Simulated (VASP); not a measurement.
# WO (F-43m) in VASP: further runs

WO is run at these levels: PBEsol, r2SCAN, PBEsol+U; tasks: single point.

Program: VASP 6.6.1. These are calculated values, not measurements. Logs are shortened: lines on timing, memory, paths and dates and some standing lists are left out, and cuts for length are marked.

## (1) The cell of the first run

It takes space group F-43m (No. 216, cubic). The conventional cell has a = 4.647 Å, b = 4.647 Å, c = 4.647 Å, α = 90.00°, β = 90.00°, γ = 90.00°. W (site symmetry -43m) has 4 O at 2.01 Å within 2.7 Å. Within 2.7 Å of O (site symmetry -43m) lie 4 W at 2.01 Å.

## (2) Single point, PBEsol, collinear spin

The input, INCAR:

```
SYSTEM = WO
PREC = Accurate
ENCUT = 520
EDIFF = 1E-7
ISMEAR = 0
SIGMA = 0.1
LREAL = .FALSE.
LASPH = .TRUE.
NELM = 150
ALGO = Normal
ISIF = 2
LWAVE = .FALSE.
LCHARG = .FALSE.
ISPIN = 2
MAGMOM = 2.5 0
LORBIT = 11
LMAXMIX = 4
GGA = PS
NBANDS = 21
```

The input, KPOINTS:

```
regular mesh
0
G
  16 16 16
  0 0 0
```

The input, POSCAR:

```
WO
1.0
    0.0000000000      2.3234686823      2.3234686823
    2.3234686823      0.0000000000      2.3234686823
    2.3234686823      2.3234686823      0.0000000000
W O
1 1
Direct
    0.0000000000      0.0000000000      0.0000000000
    0.2500000000      0.2500000000      0.2500000000
```

Potentials or basis: VASP PAW PBE potentials, release 64 (W_sv, O).

On the command line:

```sh
$ cat potpaw_PBE.64/W_sv/POTCAR potpaw_PBE.64/O/POTCAR > POTCAR
$ mpirun -np 1 vasp_std > vasp.out
```

OUTCAR:

```text
SYSTEM = WO
   PREC = Accurate
   ENCUT = 520
   EDIFF = 1E-7
   ISMEAR = 0
   LREAL = .FALSE.
   LASPH = .TRUE.
   NELM = 150
   ISIF = 2
   ISPIN = 2
   LORBIT = 11
   GGA = PS

 ion  position               nearest neighbor table
   1  0.000  0.000  0.000-   2 2.01   2 2.01   2 2.01   2 2.01
   2  0.250  0.250  0.250-   1 2.01   1 2.01   1 2.01   1 2.01

  LATTYP: Found a face centered cubic cell.
 ALAT       =     4.6469373646

  Lattice vectors:

 A1 = (   0.0000000000,   2.3234686823,   2.3234686823)
 A2 = (   2.3234686823,   0.0000000000,   2.3234686823)
 A3 = (   2.3234686823,   2.3234686823,   0.0000000000)

Analysis of symmetry for initial positions (statically):
=====================================================================
 Subroutine PRICEL returns:
 Original cell was already a primitive cell.

 Routine SETGRP: Setting up the symmetry group for a
 face centered cubic supercell.

 Subroutine GETGRP returns: Found 24 space group operations
 (whereof 24 operations were pure point group operations)
 out of a pool of 48 trial point group operations.

The static configuration has the point symmetry T_d .

Analysis of symmetry for dynamics (positions and initial velocities):
=====================================================================
 Subroutine PRICEL returns:
 Original cell was already a primitive cell.

 Routine SETGRP: Setting up the symmetry group for a
 face centered cubic supercell.

 Subroutine GETGRP returns: Found 24 space group operations
 (whereof 24 operations were pure point group operations)
 out of a pool of 48 trial point group operations.

The dynamic configuration has the point symmetry T_d .

Analysis of structural, dynamic, and magnetic symmetry:
=====================================================================
 Subroutine PRICEL returns:
 Original cell was already a primitive cell.

 Routine SETGRP: Setting up the symmetry group for a
 face centered cubic supercell.

 Subroutine GETGRP returns: Found 24 space group operations
 (whereof 24 operations were pure point group operations)
 out of a pool of 48 trial point group operations.

The overall configuration has the point symmetry T_d .

 Subroutine INISYM returns: Found 24 space group operations
 (whereof 24 operations are pure point group operations),
 and found     1 'primitive' translations

----------------------------------------------------------------------------------------

                                     Primitive cell

  volume of cell :      25.0865

  direct lattice vectors                    reciprocal lattice vectors
     0.000000000  2.323468682  2.323468682    -0.215195498  0.215195498  0.215195498
     2.323468682  0.000000000  2.323468682     0.215195498 -0.215195498  0.215195498
     2.323468682  2.323468682  0.000000000     0.215195498  0.215195498 -0.215195498

  length of vectors
     3.285880922  3.285880922  3.285880922     0.372729536  0.372729536  0.372729536

  position of ions in fractional coordinates (direct lattice)
     0.000000000  0.000000000  0.000000000
     0.250000000  0.250000000  0.250000000

  ion indices of the primitive-cell ions
   primitive index   ion index
                 1           1
                 2           2

----------------------------------------------------------------------------------------

 KPOINTS: regular mesh

Automatic generation of k-mesh.
 Grid dimensions read from file:
 generate k-points for:   16   16   16

 Generating k-lattice:

  Cartesian coordinates                     Fractional coordinates (reciprocal lattice)
    -0.013449719  0.013449719  0.013449719     0.062500000  0.000000000  0.000000000
     0.013449719 -0.013449719  0.013449719     0.000000000  0.062500000  0.000000000
     0.013449719  0.013449719 -0.013449719     0.000000000  0.000000000  0.062500000

  Length of vectors
     0.023295596  0.023295596  0.023295596

  Shift w.r.t. Gamma in fractional coordinates (k-lattice)
     0.000000000  0.000000000  0.000000000

 Subroutine IBZKPT returns following result:
 ===========================================

 Found    145 irreducible k-points:

 Following reciprocal coordinates:
            Coordinates               Weight
  0.000000  0.000000  0.000000      1.000000
  0.062500  0.000000  0.000000      8.000000
  0.125000  0.000000  0.000000      8.000000
  0.187500  0.000000  0.000000      8.000000
  0.250000  0.000000  0.000000      8.000000
  0.312500  0.000000  0.000000      8.000000
[... 16 lines left out ...]
 -0.125000  0.062500  0.000000     24.000000
 -0.062500  0.062500  0.000000     12.000000
 [... further k-points ...]
   k-points           NKPTS =    145   k-points in BZ     NKDIM =    145   number of bands    NBANDS=     21
   number of dos      NEDOS =    301   number of ions     NIONS =      2
   total plane-waves  NPLWV =  13824
   dimension x,y,z NGX =    24 NGY =   24 NGZ =   24
   dimension x,y,z NGXF=    48 NGYF=   48 NGZF=   48
   ions per type =               1   1
   NGX,Y,Z   is equivalent  to a cutoff of  12.14, 12.14, 12.14 a.u.
   NGXF,Y,Z  is equivalent  to a cutoff of  24.29, 24.29, 24.29 a.u.
 SYSTEM =  WO
   PREC   = accura    normal or accurate (medium, high low for compatibility)
   ISTART =      0    job   : 0-new  1-cont  2-samecut
   ICHARG =      2    charge: 1-file 2-atom 10-const
   ISPIN  =      2    spin polarized calculation?
   LNONCOLLINEAR =      F non collinear calculations
   LSORBIT =      F    spin-orbit coupling
   LASPH  =      T    aspherical Exc in radial PAW
   ENCUT  =  520.0 eV  38.22 Ry    6.18 a.u.   6.11  6.11  6.11*2*pi/ulx,y,z
   NELM   =    150;   NELMIN=  2; NELMDL= -5     # of ELM steps
   EDIFF  = 0.1E-06   stopping-criterion for ELM
   LREAL  =      F    real-space projection
   EDIFFG = 0.1E-05   stopping-criterion for IOM
   NSW    =      0    number of steps for IOM
   IBRION =     -1    ionic relax: 0-MD 1-quasi-New 2-CG
   NFREE  =      0    steps in history (QN), initial steepest desc. (CG)
   ISIF   =      2    stress and relaxation
   ISYM   =      2    0-nonsym 1-usesym 2-fastsym
   POTIM  = 0.5000    time-step for ionic-motion
   TEBEG  =    0.0;   TEEND  =   0.0 temperature during run
   PSTRESS=    0.0 pullay stress
   NELECT =      20.0000    total number of electrons
   NUPDOWN=      -1.0000    fix difference up-down
   EMIN   =  10.00;   EMAX   =-10.00  energy-range for DOS
   EFERMI =   0.00;   METHOD = LEGACY
   ISMEAR =     0;   SIGMA  =   0.10  broadening in eV -4-tet -1-fermi 0-gaus
   EFERMI_NEDOS =   21; number of points for ismear=-14 and -15
   IALGO  =     38    algorithm
   IMIX   =      4    mixing-type and parameters
     AMIX     =   0.40;   BMIX     =  1.00
     AMIX_MAG =   1.60;   BMIX_MAG =  1.00
  volume/ion in A,a.u.               =      12.54        84.65
  Fermi-wavevector in a.u.,A,eV,Ry     =   1.517998  2.868601 31.352169  2.304319
  Thomas-Fermi vector in A             =   2.627178
   LORBIT       =     11    0 simple, 1 ext, 2 COOP (PROOUT), +10 PAW based schemes
   GGA     = PS    functional components
   LHFCALC =     F    Hartree Fock is set to
   AEXX    =    0.0000 exact exchange contribution
   IVDW    =     0    specifies the selected vdW correction
   LEPSILON=     F    determine dielectric tensor
   LRPA    =     F    only Hartree local field effects (RPA)
 spin polarized calculation
 Gauss-broadening in eV      SIGMA  =   0.10
  energy-cutoff  :      520.00
  volume of cell :       25.09
 maximum number of plane-waves:       692
   NGX = 13   NGY = 13   NGZ = 13

 number of electron      19.9999999 magnetization      -0.0005938

 number of electron      19.9999999 magnetization       0.0000083

 Free energy of the ion-electron system (eV)
  ---------------------------------------------------
  ext. energy  EPLUGINS =         0.00000000
  ---------------------------------------------------
  free energy    TOTEN  =       -19.42677854 eV

  energy without entropy =      -19.41718456  energy(sigma->0) =      -19.42198155

 E-fermi :   9.2543     XC(G=0): -12.7280

 val. band max:        9.2493890096   @ k =  -0.1250   0.1875   0.0625
 cond. band min:       9.2544214712   @ k =  -0.4375   0.0625   0.0000
 fundamental gap:      0.0050324617
 Fermi energy:         9.2542543128

 spin component 1

 k-point     1 :       0.0000    0.0000    0.0000
  band No.  band energies     occupation
      1     -65.8196      1.00000
      2     -29.9175      1.00000
      3     -29.9175      1.00000
      4     -29.9175      1.00000
      5     -13.0020      1.00000
      6       0.5245      1.00000
[... 13 lines left out ...]
     20      31.1827      0.00000
     21      31.1827      0.00000
[... 529 lines left out ...]
 k-point    24 :      -0.0625    0.0625    0.0000
  band No.  band energies     occupation
      1     -65.8179      1.00000
      2     -29.9561      1.00000
      3     -29.9278      1.00000
      4     -29.9206      1.00000
      5     -12.9187      1.00000
      6       0.3825      1.00000
[... 13 lines left out ...]
     20      30.9416      0.00000
     21      31.4093      0.00000

 [... further k-points ...]

 spin component 2

 k-point     1 :       0.0000    0.0000    0.0000
  band No.  band energies     occupation
      1     -65.8195      1.00000
      2     -29.9174      1.00000
      3     -29.9174      1.00000
      4     -29.9174      1.00000
      5     -13.0020      1.00000
      6       0.5245      1.00000
[... 13 lines left out ...]
     20      31.1827      0.00000
     21      31.1827      0.00000
[... 529 lines left out ...]
 k-point    24 :      -0.0625    0.0625    0.0000
  band No.  band energies     occupation
      1     -65.8178      1.00000
      2     -29.9561      1.00000
      3     -29.9278      1.00000
      4     -29.9205      1.00000
      5     -12.9187      1.00000
      6       0.3825      1.00000
[... 13 lines left out ...]
     20      30.9416      0.00000
     21      31.4093      0.00000

 [... further k-points ...]

------------------------ aborting loop because EDIFF is reached ----------------------------------------

  FORCE on cell =-STRESS in cart. coord.  units (eV):
  Direction    XX          YY          ZZ          XY          YZ          ZX
  --------------------------------------------------------------------------------------
  -------------------------------------------------------------------------------------
  Total        0.3115437      0.3115437      0.3115437      0.0000000      0.0000000      0.0000000
  in kB       19.8970681     19.8970681     19.8970681      0.0000000      0.0000000      0.0000000
  external PRESSURE =      19.8970681 kB  Pullay stress =       0.0000000 kB

 VOLUME and BASIS-vectors are now :
 -----------------------------------------------------------------------------
  energy-cutoff  :      520.00
  volume of cell :       25.09
      direct lattice vectors                 reciprocal lattice vectors
     0.000000000  2.323468682  2.323468682    -0.215195498  0.215195498  0.215195498
     2.323468682  0.000000000  2.323468682     0.215195498 -0.215195498  0.215195498
     2.323468682  2.323468682  0.000000000     0.215195498  0.215195498 -0.215195498

 POSITION                                       TOTAL-FORCE (eV/Angst)
 -----------------------------------------------------------------------------------
      0.00000      0.00000      0.00000         0.000000      0.000000      0.000000
      1.16173      1.16173      1.16173        -0.000000     -0.000000     -0.000000
 -----------------------------------------------------------------------------------
    total drift:                               -0.000001     -0.000001     -0.000001

  FREE ENERGIE OF THE ION-ELECTRON SYSTEM (eV)
  ---------------------------------------------------
  free  energy   TOTEN  =       -19.4267785356 eV

  energy  without entropy=      -19.4171845632  energy(sigma->0) =      -19.42198155

 total charge

# of ion       s       p       d       tot
------------------------------------------
    1        2.286   6.286   3.333  11.905
    2        1.569   3.518   0.000   5.087
--------------------------------------------------
tot          3.855   9.804   3.333  16.992

 magnetization (x)

# of ion       s       p       d       tot
------------------------------------------
    1        0.000   0.000   0.000   0.000
    2       -0.000  -0.000   0.000  -0.000
--------------------------------------------------
tot         -0.000   0.000   0.000   0.000
```

Wall time 61 s (1 thread of Intel Xeon Platinum 8375C at 2.90GHz (Ice Lake), shared host); peak memory 0.24 GiB.

What came out:

- Free energy: -19.4268 eV
- Pressure: 2.0 GPa
- Band gap on the k mesh: zero (filled and empty bands overlap)
- Net moment: 0.00 μB per cell
- Valence electrons inside the program's atomic spheres: W 11.90; O 5.09

Caveat: the PAW data sets were made with another functional, which shifts forces and pressure a little; spin-orbit coupling is left out, which moves the levels of the heavy elements.

## (3) Single point, r2SCAN

The input, POSCAR:

```
WO
1.0
    0.0000000000      2.3234686790      2.3234686790
    2.3234686790      0.0000000000      2.3234686790
    2.3234686790      2.3234686790      0.0000000000
W O
1 1
Direct
    0.0000000000      0.0000000000      0.0000000000
    0.2500000000      0.2500000000      0.2500000000
```

The input, INCAR.step1:

```
PREC     = Accurate       # precision mode
ENCUT    = 520            # plane-wave cutoff, eV
ISMEAR   = 0              # smearing method
SIGMA    = 0.1            # smearing width, eV
LREAL    = False          # projectors in reciprocal space
LASPH    = True           # aspherical terms in the spheres
NELM     = 80             # most SCF steps
NBANDS   = 17             # bands
GGA      = PE             # functional
ALGO     = Normal         # electronic algorithm
EDIFF    = 1E-4           # SCF threshold, eV
LWAVE    = True           # write WAVECAR
LCHARG   = False          # write CHGCAR
```

The input, INCAR.step2:

```
PREC     = Accurate       # precision mode
ENCUT    = 520            # plane-wave cutoff, eV
EDIFF    = 1E-7           # SCF threshold, eV
ISMEAR   = 0              # smearing method
SIGMA    = 0.1            # smearing width, eV
LREAL    = False          # projectors in reciprocal space
LASPH    = True           # aspherical terms in the spheres
NELM     = 80             # most SCF steps
ALGO     = Normal         # electronic algorithm
ISIF     = 2              # what is computed and relaxed
LWAVE    = False          # write WAVECAR
LCHARG   = False          # write CHGCAR
METAGGA  = R2SCAN         # meta-GGA
LMIXTAU  = True         
NBANDS   = 17             # bands
ISTART   = 1
```

The input, KPOINTS:

```
Automatic mesh
0
Gamma
  16 16 16
```

Potentials or basis: VASP PAW PBE potentials, release 64 (W_sv, O).

On the command line:

```sh
$ cat potpaw_PBE.64/W_sv/POTCAR potpaw_PBE.64/O/POTCAR > POTCAR
$ cp INCAR.step1 INCAR
$ mpirun -np 1 vasp_std > vasp.out
$ cp INCAR.step2 INCAR
$ mpirun -np 1 vasp_std > vasp.out
```

OUTCAR:

```text
PREC = Accurate
   ENCUT = 520
   EDIFF = 1E-7
   ISMEAR = 0
   LREAL = False
   LASPH = True
   NELM = 80
   ISIF = 2
   METAGGA = R2SCAN
   ISTART = 1

 ion  position               nearest neighbor table
   1  0.000  0.000  0.000-   2 2.01   2 2.01   2 2.01   2 2.01
   2  0.250  0.250  0.250-   1 2.01   1 2.01   1 2.01   1 2.01

  LATTYP: Found a face centered cubic cell.
 ALAT       =     4.6469373580

  Lattice vectors:

 A1 = (   0.0000000000,   2.3234686790,   2.3234686790)
 A2 = (   2.3234686790,   0.0000000000,   2.3234686790)
 A3 = (   2.3234686790,   2.3234686790,   0.0000000000)

Analysis of symmetry for initial positions (statically):
=====================================================================
 Subroutine PRICEL returns:
 Original cell was already a primitive cell.

 Routine SETGRP: Setting up the symmetry group for a
 face centered cubic supercell.

 Subroutine GETGRP returns: Found 24 space group operations
 (whereof 24 operations were pure point group operations)
 out of a pool of 48 trial point group operations.

The static configuration has the point symmetry T_d .
[... 158 lines left out ...]

  energy without entropy =      -57.55702760  energy(sigma->0) =      -57.56172561

 E-fermi :   9.3794     XC(G=0): -13.4382

 val. band max:        9.3710905881   @ k =   0.1250   0.1250   0.0000
 cond. band min:       9.3833678573   @ k =  -0.4375   0.0625   0.0000
 fundamental gap:      0.0122772692
 Fermi energy:         9.3794025833

 k-point     1 :       0.0000    0.0000    0.0000
  band No.  band energies     occupation
      1     -67.7586      2.00000
      2     -31.2009      2.00000
      3     -31.2009      2.00000
      4     -31.2009      2.00000
      5     -14.3063      2.00000
      6       0.2305      2.00000
[... 457 lines left out ...]
      4     -31.2042      2.00000
      5     -14.2256      2.00000
      6       0.0891      2.00000
[... 9 lines left out ...]
     16      23.4029      0.00000
     17      24.2537      0.00000

 [... further k-points ...]

------------------------ aborting loop because EDIFF is reached ----------------------------------------

  FORCE on cell =-STRESS in cart. coord.  units (eV):
  Direction    XX          YY          ZZ          XY          YZ          ZX
  --------------------------------------------------------------------------------------
  -------------------------------------------------------------------------------------
  Total        0.9427215      0.9427215      0.9427215      0.0000000      0.0000000     -0.0000000
  in kB       60.2079092     60.2079092     60.2079092      0.0000000      0.0000000     -0.0000000
  external PRESSURE =      60.2079092 kB  Pullay stress =       0.0000000 kB

 VOLUME and BASIS-vectors are now :
 -----------------------------------------------------------------------------
  energy-cutoff  :      520.00
  volume of cell :       25.09
      direct lattice vectors                 reciprocal lattice vectors
     0.000000000  2.323468679  2.323468679    -0.215195498  0.215195498  0.215195498
     2.323468679  0.000000000  2.323468679     0.215195498 -0.215195498  0.215195498
     2.323468679  2.323468679  0.000000000     0.215195498  0.215195498 -0.215195498

 POSITION                                       TOTAL-FORCE (eV/Angst)
 -----------------------------------------------------------------------------------
      0.00000      0.00000      0.00000         0.000000      0.000000      0.000000
      1.16173      1.16173      1.16173        -0.000000     -0.000000     -0.000000
 -----------------------------------------------------------------------------------
    total drift:                               -0.000002     -0.000002     -0.000001

  FREE ENERGIE OF THE ION-ELECTRON SYSTEM (eV)
  ---------------------------------------------------
  free  energy   TOTEN  =       -57.5664236222 eV

  energy  without entropy=      -57.5570276034  energy(sigma->0) =      -57.56172561
```

Wall time 2 min (1 thread of Intel Xeon Platinum 8488C (Sapphire Rapids), shared host); peak memory 0.19 GiB.

What came out:

```yaml
Free_energy: -57.5664 eV
Pressure: 6.0 GPa
Band_gap_on_the_k_mesh: zero (bands 10 and 11 overlap by 1.31 eV)
```

Levels at points of the mesh, in eV from the Fermi level:
| k point | band 7 | band 8 | band 9 | band 10 | band 11 | band 12 | band 13 | band 14 |
| --- | --- | --- | --- | --- | --- | --- | --- | --- |
| (0.00, 0.00, 0.00) | -9.15 | -9.15 | -2.88 | -0.21 | -0.21 | 4.15 | 4.15 | 4.15 |
| (0.50, 0.00, 0.00) | -8.53 | -8.53 | -0.90 | 0.22 | 0.22 | 2.97 | 2.97 | 3.74 |
| (0.50, 0.50, 0.00) | -7.38 | -7.38 | -2.88 | -0.32 | 1.36 | 2.42 | 2.42 | 8.77 |

Caveat: the cell stands under pressure; the PAW data sets were made with another functional, which shifts forces and pressure a little; spin-orbit coupling is left out, which moves the levels of the heavy elements.

[end of part 1 of 2]
